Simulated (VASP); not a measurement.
# As (R-3m) in VASP: further runs

As is run at these levels: PBEsol; tasks: single point.

All numbers are computed with VASP 6.6.1; they aren't measurements. Logs are shortened: lines on timing, memory, paths and dates and some standing lists are left out, and cuts for length are marked.

## (1) The cell of the first run

It takes space group R-3m (No. 166, trigonal). Conventional cell: a = 3.685 Å, b = 3.685 Å, c = 10.327 Å, α = 90.00°, β = 90.00°, γ = 120.00°. Within 3.2 Å of As (site symmetry 3m) lie 6 As at 2.46 to 3.07 Å.

## (2) Single point, PBEsol (volume scaled by 0.94)

INCAR

```
PREC     = Accurate       # precision mode
ENCUT    = 520            # plane-wave cutoff, eV
EDIFF    = 1E-6           # SCF threshold, eV
ISMEAR   = -1             # smearing method
SIGMA    = 0.1            # smearing width, eV
LREAL    = False          # projectors in reciprocal space
LASPH    = True           # aspherical terms in the spheres
NELM     = 80             # most SCF steps
ALGO     = Normal         # electronic algorithm
ISIF     = 2              # what is computed and relaxed
LWAVE    = False          # write WAVECAR
LCHARG   = False          # write CHGCAR
GGA      = PS             # functional
NBANDS   = 12             # bands
```

KPOINTS

```
regular mesh
0
Gamma
  9 9 9
```

POSCAR

```
As
1.0
    1.8424025153      1.0637115881      3.4423263150
   -1.8424025153      1.0637115881      3.4423263150
    0.0000000000     -2.1274231763      3.4423263150
As
2
Direct
    0.2260000000      0.2260000000      0.2260000000
    0.7740000000      0.7740000000      0.7740000000
```

Potentials or basis: VASP PAW PBE potentials, release 64 (As).

Run with:

```sh
$ cat potpaw_PBE.64/As/POTCAR > POTCAR
$ mpirun -np 1 vasp_std > vasp.out
```

OUTCAR:

```text
PREC = Accurate
   ENCUT = 520
   EDIFF = 1E-6
   ISMEAR = -1
   LREAL = False
   LASPH = True
   NELM = 80
   ISIF = 2
   GGA = PS

 ion  position               nearest neighbor table
   1  0.226  0.226  0.226-   2 2.46   2 2.46   2 2.46
   2  0.774  0.774  0.774-   1 2.46   1 2.46   1 2.46

  LATTYP: Found a trigonal (rhomboedric) cell.
 ALAT       =     4.0466702151
 COS(alpha) =     0.5854247172

  Lattice vectors:

 A1 = (   1.8424025153,   1.0637115881,   3.4423263150)
 A2 = (  -1.8424025153,   1.0637115881,   3.4423263150)
 A3 = (   0.0000000000,  -2.1274231763,   3.4423263150)

Analysis of symmetry for initial positions (statically):
=====================================================================
 Subroutine PRICEL returns:
 Original cell was already a primitive cell.

 Routine SETGRP: Setting up the symmetry group for a
 trigonal (rhombohedral) supercell.

 Subroutine GETGRP returns: Found 12 space group operations
 (whereof 12 operations were pure point group operations)
 out of a pool of 12 trial point group operations.

The static configuration has the point symmetry D_3d.

Analysis of symmetry for dynamics (positions and initial velocities):
=====================================================================
 Subroutine PRICEL returns:
 Original cell was already a primitive cell.

 Routine SETGRP: Setting up the symmetry group for a
 trigonal (rhombohedral) supercell.

 Subroutine GETGRP returns: Found 12 space group operations
 (whereof 12 operations were pure point group operations)
 out of a pool of 12 trial point group operations.

The dynamic configuration has the point symmetry D_3d.

 Subroutine INISYM returns: Found 12 space group operations
 (whereof 12 operations are pure point group operations),
 and found     1 'primitive' translations

----------------------------------------------------------------------------------------

                                     Primitive cell

  volume of cell :      40.4773

  direct lattice vectors                    reciprocal lattice vectors
     1.842402515  1.063711588  3.442326315     0.271384779  0.156684075  0.096833741
    -1.842402515  1.063711588  3.442326315    -0.271384779  0.156684075  0.096833741
     0.000000000 -2.127423176  3.442326315     0.000000000 -0.313368151  0.096833741

  length of vectors
     4.046670215  4.046670215  4.046670215     0.327988371  0.327988371  0.327988371

  position of ions in fractional coordinates (direct lattice)
     0.226000000  0.226000000  0.226000000
     0.774000000  0.774000000  0.774000000

  ion indices of the primitive-cell ions
   primitive index   ion index
[... 81 lines left out ...]
   ISYM   =      2    0-nonsym 1-usesym 2-fastsym
   POTIM  = 0.5000    time-step for ionic-motion
   TEBEG  =    0.0;   TEEND  =   0.0 temperature during run
   PSTRESS=    0.0 pullay stress
   NELECT =      10.0000    total number of electrons
   NUPDOWN=      -1.0000    fix difference up-down
   EMIN   =  10.00;   EMAX   =-10.00  energy-range for DOS
   EFERMI =   0.00;   METHOD = LEGACY
   ISMEAR =    -1;   SIGMA  =   0.10  broadening in eV -4-tet -1-fermi 0-gaus
   EFERMI_NEDOS =   21; number of points for ismear=-14 and -15
   IALGO  =     38    algorithm
   IMIX   =      4    mixing-type and parameters
     AMIX     =   0.40;   BMIX     =  1.00
     AMIX_MAG =   1.60;   BMIX_MAG =  1.00
  volume/ion in A,a.u.               =      20.24       136.58
  Fermi-wavevector in a.u.,A,eV,Ry     =   1.027238  1.941198 14.357102  1.055217
  Thomas-Fermi vector in A             =   2.161172
   LORBIT       =      0    0 simple, 1 ext, 2 COOP (PROOUT), +10 PAW based schemes
   GGA     = PS    functional components
   LHFCALC =     F    Hartree Fock is set to
   AEXX    =    0.0000 exact exchange contribution
   IVDW    =     0    specifies the selected vdW correction
   LEPSILON=     F    determine dielectric tensor
   LRPA    =     F    only Hartree local field effects (RPA)
 non-spin polarized calculation
  energy-cutoff  :      520.00
  volume of cell :       40.48
 maximum number of plane-waves:      1111
 NGX is ok and might be reduce to    30
   NGX = 15   NGY = 15   NGZ = 15

 number of electron      10.0000000 magnetization

 number of electron       9.9999999 magnetization

 Free energy of the ion-electron system (eV)
  ---------------------------------------------------
  ext. energy  EPLUGINS =         0.00000000
  ---------------------------------------------------
  free energy    TOTEN  =       -10.15273261 eV

  energy without entropy =      -10.14637447  energy(sigma->0) =      -10.14955354

 E-fermi :   6.1330     XC(G=0): -10.3721

 val. band max:        6.0818896984   @ k =   0.4444   0.3333   0.3333
 cond. band min:       6.1539918805   @ k =   0.3333   0.2222   0.2222
 fundamental gap:      0.0721021821
 Fermi energy:         6.1329947612

 k-point     1 :       0.0000    0.0000    0.0000
  band No.  band energies     occupation
      1      -9.6222      2.00000
      2       0.5850      2.00000
      3       3.3485      2.00000
      4       3.8782      2.00000
      5       3.8782      2.00000
      6       7.6053      0.00000
      7       9.0303      0.00000
      8       9.0303      0.00000
      9      12.8548      0.00000
     10      12.8548      0.00000
     11      13.4703      0.00000
     12      14.7272      0.00000
[... 331 lines left out ...]
 k-point    24 :       0.4444    0.4444    0.0000
  band No.  band energies     occupation
      1      -6.8104      2.00000
      2      -3.7078      2.00000
      3      -0.1485      2.00000
      4       1.6185      2.00000
      5       1.6334      2.00000
      6       7.2134      0.00004
      7      11.7967      0.00000
      8      13.1257      0.00000
      9      13.3733      0.00000
     10      16.6404      0.00000
     11      17.8596      0.00000
     12      19.2502      0.00000

 [... further k-points ...]
[... 5 lines left out ...]
  --------------------------------------------------------------------------------------
  -------------------------------------------------------------------------------------
  Total        1.8439499      1.8439499      1.1122346      0.0000000     -0.0000000      0.0000000
  in kB       72.9874167     72.9874166     44.0245877      0.0000000     -0.0000000      0.0000000
  external PRESSURE =      63.3331403 kB  Pullay stress =       0.0000000 kB

 VOLUME and BASIS-vectors are now :
 -----------------------------------------------------------------------------
  energy-cutoff  :      520.00
  volume of cell :       40.48
      direct lattice vectors                 reciprocal lattice vectors
     1.842402515  1.063711588  3.442326315     0.271384779  0.156684075  0.096833741
    -1.842402515  1.063711588  3.442326315    -0.271384779  0.156684075  0.096833741
     0.000000000 -2.127423176  3.442326315     0.000000000 -0.313368151  0.096833741

 POSITION                                       TOTAL-FORCE (eV/Angst)
 -----------------------------------------------------------------------------------
      0.00000     -0.00000      2.33390         0.000000     -0.000000      0.921060
      0.00000     -0.00000      7.99308         0.000000      0.000000     -0.921060
 -----------------------------------------------------------------------------------
    total drift:                                0.000000     -0.000000      0.000000

  FREE ENERGIE OF THE ION-ELECTRON SYSTEM (eV)
  ---------------------------------------------------
  free  energy   TOTEN  =       -10.1527326070 eV

  energy  without entropy=      -10.1463744706  energy(sigma->0) =      -10.14955354
```

OSZICAR:

```text
N       E                     dE             d eps       ncg     rms          rms(c)
DAV:   1     0.278034918204E+02    0.27803E+02   -0.42654E+03  2040   0.700E+02
DAV:   2    -0.861534069235E+01   -0.36419E+02   -0.35013E+02  2668   0.114E+02
DAV:   3    -0.101898954924E+02   -0.15746E+01   -0.15656E+01  2636   0.236E+01
DAV:   4    -0.101973511317E+02   -0.74556E-02   -0.74547E-02  2324   0.179E+00
DAV:   5    -0.101973680500E+02   -0.16918E-04   -0.16919E-04  2596   0.930E-02    0.382E+00
DAV:   6    -0.101680399095E+02    0.29328E-01   -0.88994E-03  2280   0.498E-01    0.229E+00
DAV:   7    -0.101527312141E+02    0.15309E-01   -0.18191E-02  2292   0.734E-01    0.715E-02
DAV:   8    -0.101527196298E+02    0.11584E-04   -0.57598E-04  2364   0.146E-01    0.254E-02
DAV:   9    -0.101527327972E+02   -0.13167E-04   -0.33698E-05  2516   0.339E-02    0.141E-02
DAV:  10    -0.101527326070E+02    0.19017E-06   -0.15951E-06  1800   0.729E-03
   1 F= -.10152733E+02 E0= -.10149554E+02  d E =-.635814E-02
```

Run time: 57 s. Hardware: 1 thread of Intel Xeon 6975P-C, shared host; peak memory 0.15 GiB.

Results:

| Item | Value |
| --- | --- |
| Free energy | -10.1527 eV |
| Pressure | 6.3 GPa |
| Largest force | 0.921 eV/Å |
| Band gap on the k mesh | zero (band 5 reaches 6.15 eV, above the bottom of band 6 at 5.98 eV) |

Forces in eV/Å, atoms in the order of the input:
```
As   0.000  0.000  0.921
As   0.000  0.000 -0.921
```

Caveat: the cell differs from its parent crystal (volume scaled by 0.94); the PAW data sets were made with another functional, which shifts forces and pressure a little.

## (3) Single point, PBEsol (volume scaled by 0.96)

INCAR

```
PREC     = Accurate       # precision mode
ENCUT    = 520            # plane-wave cutoff, eV
EDIFF    = 1E-6           # SCF threshold, eV
ISMEAR   = -1             # smearing method
SIGMA    = 0.1            # smearing width, eV
LREAL    = F              # projectors in reciprocal space
LASPH    = T              # aspherical terms in the spheres
NELM     = 100            # most SCF steps
ALGO     = Normal         # electronic algorithm
ISIF     = 2              # what is computed and relaxed
LWAVE    = F              # write WAVECAR
LCHARG   = T              # write CHGCAR
GGA      = PS             # functional
LELF     = T              # ELF
LVHAR    = T            
NBANDS   = 12             # bands
```

KPOINTS is that of step 2.

POSCAR

```
As
1.0
    1.8553776084      1.0712027616      3.4665688483
   -1.8553776084      1.0712027616      3.4665688483
    0.0000000000     -2.1424055233      3.4665688483
As
2
Direct
    0.2260000000      0.2260000000      0.2260000000
    0.7740000000      0.7740000000      0.7740000000
```

Potentials or basis: VASP PAW PBE potentials, release 64 (As).

Run with:

```sh
$ cat potpaw_PBE.64/As/POTCAR > POTCAR
$ mpirun -np 1 vasp_std > vasp.out
```

Wall time 64 s (1 thread of Intel Xeon 6975P-C, shared host); peak memory 0.15 GiB.

Results (log left out):

```yaml
Free_energy: -10.1811 eV
Pressure: 4.3 GPa
Largest_force: 0.749 eV/Å
Band_gap_on_the_k_mesh: zero (band 5 reaches 5.84 eV, above the bottom of band 6 at 5.72 eV)
```

Forces in eV/Å, atoms in the order of the input:
```
As   0.000  0.000  0.749
As   0.000  0.000 -0.749
```

Stress tensor (GPa, compression positive):
```
4.99 0.00 0.00
0.00 4.99 0.00
0.00 0.00 2.80
```

Levels at points of the mesh, in eV from the Fermi level:
```csv
k point,band 2,band 3,band 4,band 5,band 6,band 7,band 8,band 9
"(0.00, 0.00, 0.00)",-5.64,-2.69,-2.19,-2.19,1.49,2.89,2.89,6.75
```

Caveat: the cell differs from its parent crystal (volume scaled by 0.96); the PAW data sets were made with another functional, which shifts forces and pressure a little.

## (4) Single point, PBEsol (volume scaled by 0.98)

INCAR

```
PREC = Accurate
ENCUT = 520
EDIFF = 1E-7
ISMEAR = -1
SIGMA = 0.1
LREAL = False
LASPH = True
NELM = 100
ALGO = Normal
ISIF = 2
LWAVE = False
LCHARG = False
GGA = PS
NBANDS = 12
```

KPOINTS

```
Automatic mesh
0
Gamma
  9 9 9
```

POSCAR

```
As
1.0
    1.8681737204      1.0785906003      3.4904769752
   -1.8681737204      1.0785906003      3.4904769752
    0.0000000000     -2.1571812007      3.4904769752
As
2
Direct
    0.2260000000      0.2260000000      0.2260000000
    0.7740000000      0.7740000000      0.7740000000
```

Potentials or basis: VASP PAW PBE potentials, release 64 (As).

Run with:

```sh
$ cat potpaw_PBE.64/As/POTCAR > POTCAR
$ mpirun -np 1 vasp_std > vasp.out
```

OUTCAR:

```text
PREC = Accurate
   ENCUT = 520
   EDIFF = 1E-7
   ISMEAR = -1
   LREAL = False
   LASPH = True
   NELM = 100
   ISIF = 2
   GGA = PS

 ion  position               nearest neighbor table
   1  0.226  0.226  0.226-   2 2.49   2 2.49   2 2.49
   2  0.774  0.774  0.774-   1 2.49   1 2.49   1 2.49

  LATTYP: Found a trigonal (rhomboedric) cell.
 ALAT       =     4.1032743324
 COS(alpha) =     0.5854247172

  Lattice vectors:

 A1 = (   1.8681737204,   1.0785906003,   3.4904769752)
 A2 = (  -1.8681737204,   1.0785906003,   3.4904769752)
 A3 = (   0.0000000000,  -2.1571812007,   3.4904769752)

Analysis of symmetry for initial positions (statically):
=====================================================================
 Subroutine PRICEL returns:
 Original cell was already a primitive cell.

 Routine SETGRP: Setting up the symmetry group for a
 trigonal (rhombohedral) supercell.

 Subroutine GETGRP returns: Found 12 space group operations
 (whereof 12 operations were pure point group operations)
 out of a pool of 12 trial point group operations.

The static configuration has the point symmetry D_3d.

Analysis of symmetry for dynamics (positions and initial velocities):
=====================================================================
 Subroutine PRICEL returns:
 Original cell was already a primitive cell.

 Routine SETGRP: Setting up the symmetry group for a
 trigonal (rhombohedral) supercell.

 Subroutine GETGRP returns: Found 12 space group operations
 (whereof 12 operations were pure point group operations)
 out of a pool of 12 trial point group operations.

The dynamic configuration has the point symmetry D_3d.

 Subroutine INISYM returns: Found 12 space group operations
 (whereof 12 operations are pure point group operations),
 and found     1 'primitive' translations

----------------------------------------------------------------------------------------

                                     Primitive cell
[... 113 lines left out ...]
  Fermi-wavevector in a.u.,A,eV,Ry     =   1.013067  1.914419 13.963725  1.026305
  Thomas-Fermi vector in A             =   2.146214
   LORBIT       =      0    0 simple, 1 ext, 2 COOP (PROOUT), +10 PAW based schemes
   GGA     = PS    functional components
   LHFCALC =     F    Hartree Fock is set to
   AEXX    =    0.0000 exact exchange contribution
   IVDW    =     0    specifies the selected vdW correction
   LEPSILON=     F    determine dielectric tensor
   LRPA    =     F    only Hartree local field effects (RPA)
 non-spin polarized calculation
  energy-cutoff  :      520.00
  volume of cell :       42.20
 maximum number of plane-waves:      1148
   NGX = 15   NGY = 15   NGZ = 15

 number of electron      10.0000000 magnetization

 Free energy of the ion-electron system (eV)
  ---------------------------------------------------
  ext. energy  EPLUGINS =         0.00000000
  ---------------------------------------------------
  free energy    TOTEN  =       -10.19881750 eV

  energy without entropy =      -10.19275025  energy(sigma->0) =      -10.19578388

 E-fermi :   5.6068     XC(G=0): -10.1923

 val. band max:        5.5746029642   @ k =   0.4444   0.3333   0.3333
 cond. band min:       5.8151830493   @ k =   0.4444   0.1111   0.1111
 fundamental gap:      0.2405800851
 Fermi energy:         5.6067814922

 k-point     1 :       0.0000    0.0000    0.0000
  band No.  band energies     occupation
      1      -9.7063      2.00000
      2      -0.1159      2.00000
      3       3.0108      2.00000
      4       3.4866      2.00000
      5       3.4866      2.00000
      6       7.1216      0.00000
      7       8.4846      0.00000
      8       8.4846      0.00000
      9      12.3857      0.00000
     10      12.3857      0.00000
     11      12.9311      0.00000
     12      14.2892      0.00000
[... 331 lines left out ...]
 k-point    24 :       0.4444    0.4444    0.0000
  band No.  band energies     occupation
      1      -7.0423      2.00000
      2      -4.0689      2.00000
      3      -0.4073      2.00000
      4       1.3538      2.00000
      5       1.3561      2.00000
      6       6.8805      0.00001
      7      11.0713      0.00000
      8      12.4221      0.00000
      9      12.5573      0.00000
     10      16.0620      0.00000
     11      17.0685      0.00000
     12      18.4440      0.00000

 [... further k-points ...]
[... 5 lines left out ...]
  --------------------------------------------------------------------------------------
  -------------------------------------------------------------------------------------
  Total        0.7601757      0.7601757      0.3615611      0.0000000     -0.0000000      0.0000000
  in kB       28.8612162     28.8612162     13.7272122      0.0000000     -0.0000000      0.0000000
  external PRESSURE =      23.8165482 kB  Pullay stress =       0.0000000 kB

 VOLUME and BASIS-vectors are now :
 -----------------------------------------------------------------------------
  energy-cutoff  :      520.00
  volume of cell :       42.20
      direct lattice vectors                 reciprocal lattice vectors
     1.868173720  1.078590600  3.490476975     0.267641063  0.154522640  0.095497932
    -1.868173720  1.078590600  3.490476975    -0.267641063  0.154522640  0.095497932
     0.000000000 -2.157181201  3.490476975     0.000000000 -0.309045279  0.095497932

 POSITION                                       TOTAL-FORCE (eV/Angst)
 -----------------------------------------------------------------------------------
      0.00000     -0.00000      2.36654         0.000000     -0.000000      0.588301
      0.00000     -0.00000      8.10489         0.000000      0.000000     -0.588301
 -----------------------------------------------------------------------------------
    total drift:                               -0.000000     -0.000000      0.000000

  FREE ENERGIE OF THE ION-ELECTRON SYSTEM (eV)
  ---------------------------------------------------
  free  energy   TOTEN  =       -10.1988175031 eV

  energy  without entropy=      -10.1927502502  energy(sigma->0) =      -10.19578388
```

It took 70 s on 1 thread of Intel Xeon 6975P-C, shared host; peak memory 0.16 GiB.

What came out:

```yaml
Free_energy: -10.1988 eV
Pressure: 2.4 GPa
Largest_force: 0.588 eV/Å
Band_gap_on_the_k_mesh: zero (band 5 reaches 5.57 eV, above the bottom of band 6 at 5.47 eV)
```

Forces in eV/Å, atoms in the order of the input:
```
As   0.000  0.000  0.588
As   0.000  0.000 -0.588
```

Caveat: the cell differs from its parent crystal (volume scaled by 0.98); the PAW data sets were made with another functional, which shifts forces and pressure a little.

## (5) Single point, PBEsol

This run uses another cell than the first one, of 21.53 Å³/atom, 1.064 times its volume.

INCAR

```
PREC = Accurate ; ENCUT = 520
EDIFF = 1E-6 ; ISMEAR = -1
SIGMA = 0.1 ; LREAL = F
LASPH = T ; NELM = 80
ALGO = Normal ; ISIF = 2
LWAVE = F ; LCHARG = T
GGA = PS ; LELF = T
LVHAR = T ; NBANDS = 12
```

KPOINTS is that of step 4.

POSCAR

```
As
1.0
    1.8807968987      1.0858785957      3.5140619945
   -1.8807968987      1.0858785957      3.5140619945
    0.0000000000     -2.1717571915      3.5140619945
As
2
Direct
    0.2260000000      0.2260000000      0.2260000000
    0.7740000000      0.7740000000      0.7740000000
```

Run with:

```sh
$ cat potpaw_PBE.64/As/POTCAR > POTCAR
$ mpirun -np 1 vasp_std > vasp.out
```

Run time: 70 s. Hardware: 1 thread of Intel Xeon 6975P-C, shared host; peak memory 0.16 GiB.

It converged, with:

```yaml
Free_energy: -10.2070 eV
Pressure: 0.7 GPa
Largest_force: 0.439 eV/Å
Band_gap_on_the_k_mesh: zero (band 5 reaches 5.33 eV, above the bottom of band 6 at 5.23 eV)
```

Forces in eV/Å, atoms in the order of the input:
```
As   0.000  0.000  0.439
As   0.000  0.000 -0.439
```

Stress tensor (GPa, compression positive):
```
0.99 0.00 0.00
0.00 0.99 0.00
0.00 0.00 0.10
```

Levels at points of the mesh, in eV from the Fermi level:
```csv
k point,band 3,band 4,band 5,band 6,band 7,band 8
"(0.00, 0.00, 0.00)",-2.51,-2.06,-2.06,1.53,2.87,2.87
```

Caveat: the PAW data sets were made with another functional, which shifts forces and pressure a little.

[end of part 1 of 2]
